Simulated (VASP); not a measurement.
Write the native input for VASP 6.6.1 that does the following.

- Task: relaxation of cell and atoms
- Functional: LDA
- Potentials or basis: VASP PAW LDA potentials, release 64 (Ga_d, N)
- Cutoff: 600 eV
- k mesh: 10 × 10 × 10
- Occupations: gaussian, width 0.02 eV
- Spin: no spin polarisation
- Dipole correction: no
- Further INCAR settings: ALGO = Normal; EDIFF = 1e-07; IBRION = 2; EDIFFG = -0.002; NSW = 100; ISIF = 3

The structure of GaN (vib) lies in POSCAR:

```
GaN
1.0
    0.0000000000      2.0912994710      2.0912994710
    2.0912994710      0.0000000000      2.0912994710
    2.0912994710      2.0912994710      0.0000000000
Ga N
1 1
Direct
    0.0000000000      0.0000000000      0.0000000000
    0.5000000000      0.5000000000      0.5000000000
```

These files were run (other wordings do the same):

INCAR

```
SYSTEM = GaN
PREC     = Accurate       ! precision mode
ENCUT    = 600            ! plane-wave cutoff, eV
EDIFF    = 1E-7           ! SCF threshold, eV
ISMEAR   = 0              ! smearing method
SIGMA    = 0.02           ! smearing width, eV
LREAL    = .FALSE.        ! projectors in reciprocal space
LASPH    = .TRUE.         ! aspherical terms in the spheres
NELM     = 120            ! most SCF steps
ALGO     = Normal         ! electronic algorithm
ISIF     = 3              ! what is computed and relaxed
LWAVE    = .FALSE.        ! write WAVECAR
LCHARG   = .FALSE.        ! write CHGCAR
IBRION   = 2              ! ionic algorithm
NSW      = 100            ! ionic steps
EDIFFG   = -0.002         ! ionic threshold
GGA_COMPAT= .FALSE.      
NELMIN   = 4
```

KPOINTS

```
regular mesh
0
G
  10 10 10
  0 0 0
```

Potentials or basis: VASP PAW LDA potentials, release 64 (Ga_d, N).

The run is started by

```bash
$ cat potpaw_LDA.64/Ga_d/POTCAR potpaw_LDA.64/N/POTCAR > POTCAR
$ mpirun -np 1 vasp_std > vasp.out
```

Results of the run:

The relaxed volume is 9.18 Å³/atom and the relaxed cell is a = 2.962 Å, b = 2.962 Å, c = 2.962 Å, α = 60.00°, β = 60.00°, γ = 60.00°. The space group after relaxing (to 0.05 Å) is Fm-3m (No. 225), the energy gained by relaxing is 0.1 meV/atom and the ionic steps are 7. The pressure after relaxing is 0.0 GPa and the band gap on the k mesh is 0.61 eV, indirect (least direct gap 3.18 eV).

Run time: 31 s on 1 thread of Intel(R) Xeon(R) Platinum 8259CL CPU @ 2.50GHz (Skylake/Cascade Lake), with other jobs on the host, peak memory 0.14 GiB.
